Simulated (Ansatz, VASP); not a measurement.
One calculation of TaMo3, two programs

```
Ta Mo
1.0
     4.05950    0.00000    0.00000
     0.00000    4.05950    0.00000
     0.00000    0.00000    4.05950
Ta Mo
1 3
Cartesian
  0.0000 0.0000 0.0000
  0.0000 2.0298 2.0298
  2.0298 0.0000 2.0298
  2.0298 2.0298 0.0000
```

Change from the starting cell: species swapped into the HoTl3 type (Pm-3m, No. 221).

Alike in both runs: functional PBE; k mesh 12 × 12 × 12; occupations gaussian, width 0.1 eV; no spin polarisation.

Ansatz relaxed the structure, and its values are those at the end. VASP's run is a single point on that final structure, the one shown.

|  | VASP | Ansatz |
| --- | --- | --- |
| version | VASP 6.6.1 | Ansatz 0.2.0 |
| potentials or method | VASP PAW PBE potentials, release 64 (Ta_pv, Mo_sv), cutoff 520 eV | scalar-relativistic, plane waves, PAW |
| valence electrons in the cell | 53 | 55 |

|  | VASP | Ansatz | Ansatz less VASP |
| --- | --- | --- | --- |
| gap on the k mesh at the Fermi level (eV) | none | none | - |
| pressure (GPa) | 0.3 | 0.0 | -0.35 |

A gap of «none» marks a metal or a gap that the smearing closes. VASP's potentials hold 53 valence electrons a cell and Ansatz's 55, so a difference there can come from the potentials and not from the codes.

Neither program's run includes spin-orbit coupling.
